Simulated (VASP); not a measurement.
KI, 2 atoms in the cell. It takes space group I4/mmm (No. 139, tetragonal). Conventional cell: a = 4.984 Å, b = 4.984 Å, c = 6.767 Å, α = 90.00°, β = 90.00°, γ = 90.00°. Within 4.4 Å of K (site symmetry 4/mmm) lie 6 I at 3.38 to 3.52 Å. I (site symmetry 4/mmm) has 6 K at 3.38 to 3.52 Å within 4.4 Å.  This cell differs from its parent crystal: strain +0.000 along x and y, -0.040 along z.

| Item | Value |
| --- | --- |
| Program | VASP 6.6.1 |
| Task | single point |
| Functional | PBEsol |
| Potentials or basis | VASP PAW PBE potentials, release 64 (K_sv, I) |
| Cutoff | 520 eV |
| k mesh | 6 × 6 × 6 |
| Occupations | gaussian, width 0.05 eV |
| Spin | no spin polarisation |
| Dipole correction | no |
| Further INCAR settings | ALGO = Normal; EDIFF = 1e-07; NBANDS = 15 |

Potentials or basis: VASP PAW PBE potentials, release 64 (K_sv, I).

Run with:

```bash
$ cat potpaw_PBE.64/K_sv/POTCAR potpaw_PBE.64/I/POTCAR > POTCAR
$ mpirun -np 1 vasp_std > vasp.out
```

Hardware: 1 thread of AMD EPYC 7R43 64-Core Processor (Zen 3), with other jobs on the host.

**Question.** How long does it take, and how much memory?

**Answer.** Run time: 47 s on 1 thread of AMD EPYC 7R43 64-Core Processor (Zen 3), with other jobs on the host, peak memory 0.19 GiB. Counts: scf iterations 14, k points 30.
